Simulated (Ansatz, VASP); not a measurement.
Two plane-wave programs on SiGeTe2S2

```
Si Ge Te S
1.0
     3.46309    0.00000    0.00000
     0.00000    3.46309    0.00000
     0.00000    0.00000   13.06197
Si Ge Te S
1 1 2 2
Direct
  0.50000 0.50000 0.00000
  0.00000 0.00000 0.00000
  0.00000 0.00000 0.21419
  0.00000 0.00000 0.78581
  0.50000 0.00000 0.50000
  0.00000 0.50000 0.50000
```

Alike in both runs: functional PBE; k mesh 6 × 6 × 2; occupations gaussian, width 0.1 eV; no spin polarisation.

Ansatz relaxed the structure, and its values are those at the end. VASP's run is a single point on that final structure, the one shown.

|  | VASP | Ansatz |
| --- | --- | --- |
| version | VASP 6.6.1 | Ansatz 0.2.0 |
| potentials or method | VASP PAW PBE potentials, release 64 (Si, Ge_d, Te, S), cutoff 520 eV | scalar-relativistic, plane waves, PAW |
| valence electrons in the cell | 42 | 62 |

|  | VASP | Ansatz | Ansatz less VASP |
| --- | --- | --- | --- |
| gap on the k mesh at the Fermi level (eV) | none | none | - |
| pressure (GPa) | 0.1 | 0.1 | +0.06 |

A gap of «none» marks a metal or a gap that the smearing closes. With one functional, cell and mesh, what is left measures potentials, basis and numerics. VASP's potentials hold 42 valence electrons a cell and Ansatz's 62, so a difference there can come from the potentials and not from the codes.

Spin-orbit coupling is off throughout.
